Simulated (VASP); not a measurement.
A run of VASP 6.6.1:

Contents of INCAR:

```
ALGO = Normal
EDIFF = 1E-8
ENCUT = 520
GGA = PE
IBRION = 8
ISIF = 2
ISMEAR = 0
LASPH = True
LCHARG = True
LEPSILON = True
LREAL = False
LWAVE = False
NBANDS = 16
NELM = 100
NSW = 1
PREC = Accurate
SIGMA = 0.01
```

Contents of KPOINTS:

```
k-points
0
Gamma
  6 6 6
```

The input POSCAR:

```
MgO
1.0
    3.5207812466      0.0000000000      0.0000000000
   -1.7603906233      3.0490860007      0.0000000000
    0.0000000000      0.0000000000      4.2381809045
Mg O
2 2
Direct
    0.6666666667      0.3333333333      0.7500000000
    0.3333333333      0.6666666667      0.2500000000
    0.6666666667      0.3333333333      0.2500000000
    0.3333333333      0.6666666667      0.7500000000
```

Potentials or basis: VASP PAW PBE potentials, release 64 (Mg, O).

Run with:

```sh
$ cat potpaw_PBE.64/Mg/POTCAR potpaw_PBE.64/O/POTCAR > POTCAR
$ mpirun -np 1 vasp_std > vasp.out
```

Hardware: 1 thread of Intel(R) Xeon(R) 6975P-C (Granite Rapids) (shared host).

Task: Estimate the wall time of this run.

Result: Run time: 3.1 min on 1 thread of Intel(R) Xeon(R) 6975P-C (Granite Rapids), with other jobs on the host, peak memory 0.31 GiB. Counts: scf iterations 132, k points 28.
